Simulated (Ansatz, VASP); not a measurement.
**Two plane-wave programs on SiC**

```
CELL_PARAMETERS angstrom
0.00000 2.19524 2.19524
2.19524 0.00000 2.19524
2.19524 2.19524 0.00000
ATOMIC_POSITIONS crystal
Si 0.00000 0.00000 0.00000
C 0.75000 0.75000 0.75000
```

Alike in both runs: task single point; functional revPBE; dispersion D3(BJ); k mesh 10 × 10 × 10; occupations gaussian, width 0.05 eV; no spin polarisation.

```csv
,VASP,Ansatz
version,VASP 6.6.1,Ansatz 0.2.0
potentials or method,"VASP PAW PBE potentials, release 64 (Si, C), cutoff 520 eV","scalar-relativistic, plane waves, PAW"
valence electrons in the cell,8,8
```

|  | VASP | Ansatz | Ansatz less VASP |
| --- | --- | --- | --- |
| gap on the k mesh at the Fermi level (eV) | 1.38 | 1.39 | +0.005 |
| least direct gap on the mesh (eV) | 4.52 | 4.53 | +0.015 |
| pressure (GPa) | -8.5 | -8.2 | +0.37 |

VASP's potentials were made for PBE, not for revPBE.
